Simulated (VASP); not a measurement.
A run of VASP 6.6.1 is set up as follows.

The input INCAR:

```
PREC = Accurate
ENCUT = 520
EDIFF = 1E-6
ISMEAR = 0
SIGMA = 0.05
LREAL = False
LASPH = True
NELM = 150
ALGO = Normal
ISIF = 2
LWAVE = False
LCHARG = False
MAGMOM = 0 0 0 0 0 0
LORBIT = 11
LSORBIT = True
GGA_COMPAT = False
LORBMOM = True
GGA = PE
NBANDS = 30
```

Contents of KPOINTS:

```
regular mesh
0
Gamma
  10 10 10
```

The input POSCAR:

```
HgTe
1.0
    0.0000000000      3.3901492887      3.3901492887
    3.3901492887      0.0000000000      3.3901492887
    3.3901492887      3.3901492887      0.0000000000
Hg Te
1 1
Direct
    0.0000000000      0.0000000000      0.0000000000
    0.2500000000      0.2500000000      0.2500000000
```

Potentials or basis: VASP PAW PBE potentials, release 64 (Hg, Te).

Run with:

```console
$ cat potpaw_PBE.64/Hg/POTCAR potpaw_PBE.64/Te/POTCAR > POTCAR
$ mpirun -np 1 vasp_ncl > vasp.out
```

Problem. Estimate the pressure.

Solution. -1.8 GPa.

Problem. Estimate the net moment.

Solution. 0.00 μB per cell.

Moments on the atoms (μB; x, y, z):
```
Hg  0.00 0.00 0.00
Te  0.00 0.00 0.00
```
